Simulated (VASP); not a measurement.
Wanted: the native input for a VASP 6.6.1 run.

```yaml
Task: single point
Functional: PBEsol
Potentials_or_basis: VASP PAW PBE potentials, release 64 (Al, Ni)
Cutoff: 520 eV
k_mesh: 16 × 16 × 16
Occupations: gaussian, width 0.15 eV
Spin: no spin polarisation
Dipole_correction: no
Further_INCAR_settings: ALGO = Fast; EDIFF = 1e-07; NBANDS = 14
```

The structure of AlNi lies in POSCAR:

```
AlNi
1.0
    2.0211996418     -2.0211459310      0.0000000000
    2.0211996418      2.0211459310      0.0000000000
    0.0000000000      0.0000000000      2.8688666946
Al Ni
1 1
Direct
   -0.0199414354      0.0000000000     -0.0264912971
    0.5091671398      0.5000000000      0.5121781316
```

This cell differs from its parent crystal: atoms displaced along a vibrational mode.

One way to write it, as run:

INCAR

```
  PREC = Accurate
  ENCUT = 520
  EDIFF = 1E-7
  ISMEAR = 0
  SIGMA = 0.15
  LREAL = F
  LASPH = T
  NELM = 100
  ALGO = Fast
  ISIF = 2
  LWAVE = F
  LCHARG = F
  GGA = PS
  NBANDS = 14
```

KPOINTS

```
regular mesh
0
Gamma
  16 16 16
```

Potentials or basis: VASP PAW PBE potentials, release 64 (Al, Ni).

Command:

```bash
$ cat potpaw_PBE.64/Al/POTCAR potpaw_PBE.64/Ni/POTCAR > POTCAR
$ mpirun -np 1 vasp_std > vasp.out
```

Results of the run:

```json
{
 "Pressure": "1.4 GPa",
 "Largest force": "0.894 eV/Å",
 "Band gap on the k mesh": "zero (an odd number of electrons rules out a gap without spin polarisation)"
}
```

Caveat: the cell differs from its parent crystal (atoms displaced along a vibrational mode); the PAW data sets were made with another functional, which shifts forces and pressure a little.

Run time: 11 min on 1 thread of Intel Xeon 8259CL, with other jobs on the host, peak memory 0.75 GiB.
